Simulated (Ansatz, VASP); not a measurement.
# Cu: VASP beside Ansatz

Contents of INCAR:

```
  ALGO = Normal
  EDIFF = 1E-7
  ENCUT = 520
  GGA = RP
  ISIF = 2
  ISMEAR = -1
  LASPH = T
  LCHARG = F
  LREAL = F
  LWAVE = F
  NBANDS = 12
  NELM = 100
  PREC = Accurate
  SIGMA = 0.1
```

The input KPOINTS:

```
k-points
0
Gamma
  24 24 24
```

Contents of POSCAR:

```
Cu
1.0
    0.0000000000      1.7859344772      1.7859344772
    1.7859344772      0.0000000000      1.7859344772
    1.7859344772      1.7859344772      0.0000000000
Cu
1
Direct
    0.0000000000      0.0000000000      0.0000000000
```

Input for Ansatz:

```yaml
crystal:
  lattice:
    - [0.0, 1.7859344772, 1.7859344772]
    - [1.7859344772, 0.0, 1.7859344772]
    - [1.7859344772, 1.7859344772, 0.0]
  atoms:
    - { symbol: Cu, position: [0.0, 0.0, 0.0] }
hamiltonian:
  xc: rpbe
  pseudopotentials:
    kind: paw
    azcp:
      Cu: "pseudopotentials/Cu.paw.azcp"
basis:
  ecutwfc: 420
  fft_grid_basis: typed
kpoints:
  mp_grid: { grid: [24, 24, 24], shift: [0, 0, 0] }
magnetization:
  spin_polarized: false
scf:
  occupations: { method: fermi_dirac, width: 0.1 }
output:
  stress: true
```

Alike in both runs: task single point; functional RPBE; k mesh 24 × 24 × 24; occupations fermi-dirac, width 0.1 eV; no spin polarisation.

|  | VASP | Ansatz |
| --- | --- | --- |
| version | VASP 6.6.1 | Ansatz 0.2.0 |
| potentials or method | VASP PAW PBE potentials, release 64 (Cu), cutoff 520 eV | plane waves (420 eV) with PAW, scalar-relativistic |
| valence electrons in the cell | 11 | 19 |

Ansatz gave:

| Quantity | Value |
| --- | --- |
| pressure (GPa) | 12.9 |

Q: What did VASP give for the same quantities?

A: Pressure (GPa): 13.4.

VASP's potentials were made for PBE, not for RPBE. With one functional, cell and mesh, what is left measures potentials, basis and numerics. VASP's potentials hold 11 valence electrons a cell and Ansatz's 19, so a difference there can come from the potentials and not from the codes.
